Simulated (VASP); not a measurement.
# HfO2: single point with PBE

Crystal: HfO2.

```
Hf O
1.0
     5.03181    0.00000    0.00000
     0.00000    5.03181    0.00000
     0.00000    0.00000    3.34881
Hf O
2 4
Direct
  0.00000 0.00000 0.00000
  0.50000 0.50000 0.50000
  0.30838 0.30838 0.00000
  0.19162 0.80838 0.50000
  0.80838 0.19162 0.50000
  0.69162 0.69162 0.00000
```

This cell differs from its parent crystal: strain +4.0%.

```
Program                : VASP 6.6.1
Task                   : single point
Functional             : PBE
Potentials or basis    : VASP PAW PBE potentials, release 64 (Hf_pv, O)
Cutoff                 : 520 eV
k mesh                 : 6 × 6 × 8
Occupations            : fermi-dirac, width 0.02 eV
Spin                   : no spin polarisation
Dipole correction      : no
Further INCAR settings : ALGO = Normal; EDIFF = 1e-07; NBANDS = 31
```

The pressure is -18.4 GPa. The largest force is 0.006 eV/Å and the band gap on the k mesh is 3.63 eV, direct.

Forces in eV/Å, atoms in the order of the input:
```
Hf   0.000  0.000  0.000
Hf   0.000  0.000  0.000
O    0.005  0.005  0.000
O   -0.005  0.005  0.000
O    0.005 -0.005  0.000
O   -0.005 -0.005  0.000
```

Stress tensor (GPa, compression positive):
```
-16.36   0.00   0.00
  0.00 -16.36   0.00
  0.00   0.00 -22.52
```

Levels at points of the mesh, in eV from the valence-band top:
| k point | band 19 | band 20 | band 21 | band 22 | band 23 | band 24 | band 25 | band 26 |
| --- | --- | --- | --- | --- | --- | --- | --- | --- |
| (0.00, 0.00, 0.00) | -0.76 | -0.46 | -0.46 | 0.00 | 3.63 | 3.75 | 4.64 | 4.92 |
| (0.50, 0.00, 0.00) | -1.37 | -1.37 | -0.58 | -0.58 | 4.14 | 4.14 | 5.36 | 5.36 |
| (0.50, 0.50, 0.00) | -1.15 | -1.15 | -0.83 | -0.83 | 3.83 | 3.83 | 4.96 | 4.96 |
| (0.00, 0.00, 0.50) | -1.68 | -1.68 | -0.98 | -0.98 | 4.85 | 4.85 | 5.30 | 5.30 |
| (0.50, 0.00, 0.50) | -1.61 | -1.61 | -0.78 | -0.78 | 3.79 | 3.79 | 5.47 | 5.47 |
| (0.50, 0.50, 0.50) | -0.87 | -0.87 | -0.55 | -0.55 | 4.52 | 4.52 | 5.23 | 5.23 |

Wall time 3.6 min on 1 thread of Intel Xeon 6975P-C, with other jobs on the host, peak memory 0.26 GiB.

Caveat: the cell differs from its parent crystal (strain +4.0%); spin-orbit coupling is left out, which moves the levels of the heavy elements. A k mesh can miss the band edges.
